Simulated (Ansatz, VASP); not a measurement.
## Two plane-wave programs on CuO

The input INCAR:

```
PREC = Accurate
ENCUT = 520
EDIFF = 1E-7
ISMEAR = -1
SIGMA = 0.05
LREAL = F
LASPH = T
NELM = 80
ALGO = Normal
ISIF = 2
LWAVE = F
LCHARG = F
GGA = PE
NBANDS = 25
```

KPOINTS

```
regular mesh
0
Gamma
  5 5 3
```

Contents of POSCAR:

```
CuO
1.0
    0.0000000000     -2.1165600000     -2.1165600000
   -2.1165600000      0.0000000000     -2.1165600000
    2.1165600000      2.1165600000     -4.2331200000
Cu O
2 2
Direct
    0.5038875400      0.4769880100      0.4880064000
    0.0038875400      0.9769880100      0.9880064000
    0.7461124600      0.7730119900      0.7619936000
    0.2461124600      0.2730119900      0.2619936000
```

input.yaml

```yaml
crystal:
  lattice:
    - [0.0, -2.11656, -2.11656]
    - [-2.11656, 0.0, -2.11656]
    - [2.11656, 2.11656, -4.23312]
  atoms:
    - { symbol: Cu, position: [0.50388754, 0.47698801, 0.4880064] }
    - { symbol: Cu, position: [0.00388754, 0.97698801, 0.9880064] }
    - { symbol: O, position: [0.74611246, 0.77301199, 0.7619936] }
    - { symbol: O, position: [0.24611246, 0.27301199, 0.2619936] }
hamiltonian:
  xc: pbe
  pseudopotentials: { kind: paw }
kpoints:
  mp_grid: { grid: [5, 5, 3] }
scf:
  occupations: { method: fermi_dirac, width: 0.05 }
output:
  forces: true
  stress: true
  eigenvalues: true
  write_density: true
  write_potential: true
  elf: true
  volumetric_format: npy
```

Alike in both runs: task single point; functional PBE; k mesh 5 × 5 × 3; occupations fermi-dirac, width 0.05 eV; no spin polarisation.

|  | VASP | Ansatz |
| --- | --- | --- |
| version | VASP 6.6.1 | Ansatz 0.2.0 |
| potentials or method | VASP PAW PBE potentials, release 64 (Cu, O) | Ansatz PAW |
| plane-wave cutoff (eV) | 520 | 420 |
| valence electrons in the cell | 34 | 50 |

Ansatz gave:

```
gap on the k mesh at the Fermi level (eV)                     : none
pressure (GPa)                                                : 5.6
traceless stress, the component that is largest in VASP (GPa) : 5.17
rms of the force components (eV/Å)                            : 0.679
```

Estimate VASP's values.

gap on the k mesh at the Fermi level (eV): none; pressure (GPa): 6.0; traceless stress, the component that is largest in VASP (GPa): 5.41; rms of the force components (eV/Å): 0.708.

Atom by atom the forces differ by 0.029 eV/Å (rms over components). A gap of «none» marks a metal or a gap that the smearing closes. VASP's potentials hold 34 valence electrons a cell and Ansatz's 50, so a difference there can come from the potentials and not from the codes.

The k mesh is coarse, so the values compare programs but aren't converged.
